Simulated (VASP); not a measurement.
# Al: single point with BLYP+D3(BJ)

Crystal: Al.

```
Al
1.0
     2.75607    0.00000    0.00000
    -0.91869    2.59845    0.00000
    -0.91869   -1.29922    2.25032
Al
1
Direct
  0.00000 0.00000 0.00000
```

```yaml
Program: VASP 6.6.1
Task: single point
Functional: BLYP
Dispersion: D3(BJ)
Potentials_or_basis: VASP PAW PBE potentials, release 64 (Al)
Cutoff: 520 eV
k_mesh: 12 × 12 × 12
Occupations: fermi-dirac, width 0.1 eV
Spin: collinear spin, ferromagnetic start
Starting_moments: "[1.0] μB"
Fixed_moment: 1 μB
```

| Property | Result |
| --- | --- |
| Pressure | 6.6 GPa |
| Net moment | 1.00 μB per cell |
| Site moments | Al +0.26 μB |
| Valence electrons inside the program's atomic spheres | Al 0.80 |
| Dispersion energy per atom | -0.793 eV |

Wall time 19 s on 1 thread of Intel Xeon 6975P-C, on a shared host, peak memory 0.15 GiB.

Caveat: three body term missing; the PAW data sets were made with another functional, which shifts forces and pressure a little; the total moment is fixed, so each spin has its own Fermi level.
